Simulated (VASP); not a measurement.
A run of VASP 6.6.1 is set up as follows.

INCAR

```
PREC     = Accurate       # precision mode
ENCUT    = 520            # plane-wave cutoff, eV
EDIFF    = 1E-6           # SCF threshold, eV
ISMEAR   = -1             # smearing method
SIGMA    = 0.05           # smearing width, eV
LREAL    = False          # projectors in reciprocal space
LASPH    = True           # aspherical terms in the spheres
NELM     = 100            # most SCF steps
ALGO     = Normal         # electronic algorithm
ISIF     = 2              # what is computed and relaxed
LWAVE    = False          # write WAVECAR
LCHARG   = False          # write CHGCAR
GGA      = PE             # functional
NBANDS   = 20             # bands
```

Contents of KPOINTS:

```
Automatic mesh
0
Gamma
  14 14 14
```

File POSCAR:

```
Ga
1.0
    0.0000000000      2.4208473299      2.4208473299
    2.4208473299      0.0000000000      2.4208473299
    2.4208473299      2.4208473299      0.0000000000
Ga
2
Direct
   -0.1250000000     -0.1250000000     -0.1250000000
    0.1250000000      0.1250000000      0.1250000000
```

Potentials or basis: VASP PAW PBE potentials, release 64 (Ga_d).

The run is started by

```sh
$ cat potpaw_PBE.64/Ga_d/POTCAR > POTCAR
$ mpirun -np 1 vasp_std > vasp.out
```

(1) What does it give for the band gap on the k mesh?

(2) What does it give for the pressure?

Results:

(1) zero (bands 13 and 14 overlap by 8.02 eV).

(2) 82.7 GPa.

Caveat: the cell stands under pressure.
